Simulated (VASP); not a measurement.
Set up this calculation in VASP 6.6.1, as the native input.

- Task: single point
- Functional: PBE
- Potentials or basis: VASP PAW PBE potentials, release 64 (Ga_d, Co)
- Cutoff: 520 eV
- k mesh: 6 × 6 × 4
- Occupations: gaussian, width 0.1 eV
- Spin: collinear spin, ferromagnetic start
- Starting moments: [0.0, 3.0] μB
- Dipole correction: no
- Further INCAR settings: ALGO = Normal; EDIFF = 1e-06; NBANDS = 22

The structure of GaCo lies in POSCAR:

```
GaCo
1.0
    2.6100085300      0.0000000000      0.0000000000
   -1.3050042600      2.2603336900      0.0000000000
    0.0000000000      0.0000000000      5.6577028200
Ga Co
1 1
Direct
    0.0000000000      0.0000000000      0.0000000000
    0.0000000000      0.0000000000      0.5000000000
```

These files were run (other wordings do the same):

INCAR

```
  PREC = Accurate
  ENCUT = 520
  EDIFF = 1E-6
  ISMEAR = 0
  SIGMA = 0.1
  LREAL = F
  LASPH = T
  NELM = 150
  ALGO = Normal
  ISIF = 2
  LWAVE = F
  LCHARG = F
  ISPIN = 2
  MAGMOM = 0 3
  LORBIT = 11
  LMAXMIX = 4
  GGA = PE
  NBANDS = 22
```

KPOINTS

```
Automatic mesh
0
Gamma
  6 6 4
```

Potentials or basis: VASP PAW PBE potentials, release 64 (Ga_d, Co).

Run with:

```sh
$ cat potpaw_PBE.64/Ga_d/POTCAR potpaw_PBE.64/Co/POTCAR > POTCAR
$ mpirun -np 1 vasp_std > vasp.out
```

It gave:

```yaml
Pressure: -6.3 GPa
Net_moment: 1.62 μB per cell
Site_moments: Ga -0.02; Co +1.72 μB
Valence_electrons_inside_the_program's_atomic_spheres: Ga 11.63; Co 7.89
```

Caveat: the k points lie up to 0.46 Å⁻¹ apart.

Wall time 69 s on 1 thread of AMD EPYC 7R43 64-Core Processor (Zen 3), on a shared host, peak memory 0.13 GiB.
